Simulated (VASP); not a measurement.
A run of VASP 6.6.1:

The input INCAR:

```
ALGO = Normal
EDIFF = 1E-6
ENCUT = 500
GGA = PE
GGA_COMPAT = False
ISIF = 2
ISMEAR = -1
LASPH = True
LCHARG = True
LELF = True
LREAL = False
LVHAR = True
LWAVE = False
NBANDS = 36
NELM = 120
PREC = Accurate
SIGMA = 0.1233
```

The input KPOINTS:

```
k-points
0
Gamma
  10 5 5
```

Contents of POSCAR:

```
Ru
1.0
    2.7075644500      0.0000000000      0.0000000000
   -2.7075644500      4.6896440300      0.0000000000
    0.0000000000      0.0000000000      4.2874988100
Ru
4
Direct
    0.3333000000      0.3333500000      0.2500000000
    0.3333000000      0.8333500000      0.2500000000
    0.6666000000      0.1666500000      0.7500000000
    0.6666000000      0.6666500000      0.7500000000
```

Potentials or basis: VASP PAW PBE potentials, release 64 (Ru_pv).

Launch:

```bash
$ cat potpaw_PBE.64/Ru_pv/POTCAR > POTCAR
$ mpirun -np 1 vasp_std > vasp.out
```

Hardware: 1 thread of Intel(R) Xeon(R) Platinum 8375C CPU @ 2.90GHz (Ice Lake) (shared host).

Task: Estimate the wall time of this run.

Result: It took 77 s on 1 thread of Intel(R) Xeon(R) Platinum 8375C CPU @ 2.90GHz (Ice Lake) (shared host), peak memory 0.2 GiB. Counts: scf iterations 11, k points 54.
